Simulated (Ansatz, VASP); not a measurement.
One calculation of Ge, two programs

```
Ge
1.0
     0.00000    2.87445    2.87445
     2.87445    0.00000    2.87445
     2.87445    2.87445    0.00000
Ge
2
Direct
  0.91250 0.86250 0.86250
  0.08750 0.13750 0.13750
```

Change from the starting cell: shortest bond scaled by 1.1, PAW files.

Alike in both runs: task single point; functional PBE; k mesh 9 × 9 × 9; occupations fermi-dirac, width 0.05 eV; no spin polarisation.

|  | VASP | Ansatz |
| --- | --- | --- |
| version | VASP 6.6.1 | Ansatz 0.2.0 |
| potentials or method | VASP PAW PBE potentials, release 64 (Ge_d) | PAW with Ansatz's default frozen-core files, scalar-relativistic |
| plane-wave cutoff (eV) | 520 | 420 |
| valence electrons in the cell | 28 | 28 |

Ansatz gave:

```
pressure (GPa)                                                : 1.7
traceless stress, the component that is largest in VASP (GPa) : 2.71
rms of the force components (eV/Å)                            : 0.963
```

Task: Which values does VASP return?

Result: Pressure (GPa): 1.6; traceless stress, the component that is largest in VASP (GPa): 2.70; rms of the force components (eV/Å): 0.963.

Atom by atom the forces differ by 0.000 eV/Å (rms over components).
